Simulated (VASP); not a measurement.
A run of VASP 6.6.1:

POSCAR

```
Cu
1.0
    1.7167978709      1.7167978709      0.0000000000
   -1.7818560398      1.7818560398      0.0000000000
    0.0000000000      0.0000000000      3.6838878540
Cu
2
Direct
    0.0000000000      0.0000000000      0.0000000000
    0.5000000000      0.5000000000      0.5000000000
```

The input INCAR.step1:

```
PREC = Accurate
ENCUT = 520
ISMEAR = 0
SIGMA = 0.1
LREAL = F
LASPH = T
NELM = 60
NBANDS = 18
GGA = PE
ALGO = Normal
EDIFF = 1E-4
LWAVE = T
LCHARG = F
```

File INCAR.step2:

```
PREC = Accurate
ENCUT = 520
EDIFF = 1E-6
ISMEAR = 0
SIGMA = 0.1
LREAL = F
LASPH = T
NELM = 60
ALGO = Normal
ISIF = 2
LWAVE = F
LCHARG = T
METAGGA = R2SCAN
LMIXTAU = T
LELF = T
LVHAR = T
NBANDS = 18
ISTART = 1
```

File KPOINTS:

```
Automatic mesh
0
Gamma
  20 20 14
```

Potentials or basis: VASP PAW PBE potentials, release 64 (Cu).

Launch:

```bash
$ cat potpaw_PBE.64/Cu/POTCAR > POTCAR
$ cp INCAR.step1 INCAR
$ mpirun -np 1 vasp_std > vasp.out
$ cp INCAR.step2 INCAR
$ mpirun -np 1 vasp_std > vasp.out
```

Hardware: 1 thread of Oxide Virtual Turin-like Processor, with other jobs on the host.

Question: How long does it take, and how much memory?

Answer: Run time: 24 min on 1 thread of Oxide Virtual Turin-like Processor, with other jobs on the host, peak memory 0.37 GiB. Counts: k points 968.
